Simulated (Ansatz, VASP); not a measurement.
## Two plane-wave programs on CdS

INCAR

```
SYSTEM = CdS
PREC = Accurate
ENCUT = 520
EDIFF = 1E-7
ISMEAR = 0
SIGMA = 0.05
LREAL = .FALSE.
LASPH = .TRUE.
NELM = 80
ALGO = Normal
ISIF = 2
LWAVE = .FALSE.
LCHARG = .FALSE.
GGA = PE
NBANDS = 26
```

File KPOINTS:

```
Automatic mesh
0
G
  12 12 4
  0 0 0
```

Contents of POSCAR:

```
CdS
1.0
    4.1347992034      0.0000000000      0.0000000000
   -2.0673996017      3.5808411497      0.0000000000
    0.0000000000      0.0000000000      6.7490000000
Cd S
2 2
Direct
    0.3333333333      0.6666666667      0.0000000000
    0.6666666667      0.3333333333      0.5000000000
    0.3054069340      0.6108138679      0.3553659801
    0.6666666667      0.3333333333      0.8850000000
```

Input for Ansatz:

```yaml
crystal:
  lattice:
    - [4.1347992034, 0.0, 0.0]
    - [-2.0673996017, 3.5808411497, 0.0]
    - [0.0, 0.0, 6.749]
  atoms:
    - { symbol: Cd, position: [0.3333333333, 0.6666666667, 0.0] }
    - { symbol: Cd, position: [0.6666666667, 0.3333333333, 0.5] }
    - { symbol: S, position: [0.305406934, 0.6108138679, 0.3553659801] }
    - { symbol: S, position: [0.6666666667, 0.3333333333, 0.885] }
basis:
  ecutwfc: 420
kpoints:
  mp_grid: { grid: [12, 12, 4] }
hamiltonian:
  xc: pbe
scf:
  occupations: { method: gaussian, width: 0.05 }
output:
  forces: true
  stress: true
  eigenvalues: true
```

Alike in both runs: task single point; functional PBE; k mesh 12 × 12 × 4; occupations gaussian, width 0.05 eV; no spin polarisation.

|  | VASP | Ansatz |
| --- | --- | --- |
| version | VASP 6.6.1 | Ansatz 0.2.0 |
| potentials or method | VASP PAW PBE potentials, release 64 (Cd, S), cutoff 520 eV | scalar-relativistic, plane waves, PAW |
| valence electrons in the cell | 36 | 52 |

|  | VASP | Ansatz | Ansatz less VASP |
| --- | --- | --- | --- |
| gap on the k mesh at the Fermi level (eV) | 1.16 | 1.16 | -0.004 |
| least direct gap on the mesh (eV) | 1.16 | 1.16 | -0.004 |
| pressure (GPa) | 3.5 | 3.1 | -0.37 |
| traceless stress, the component that is largest in VASP (GPa) | -2.09 | -2.01 | +0.079 |
| rms of the force components (eV/Å) | 0.530 | 0.519 | -0.0113 |

Atom by atom the forces differ by 0.012 eV/Å (rms over components). VASP's potentials hold 36 valence electrons a cell and Ansatz's 52, so a difference there can come from the potentials and not from the codes.
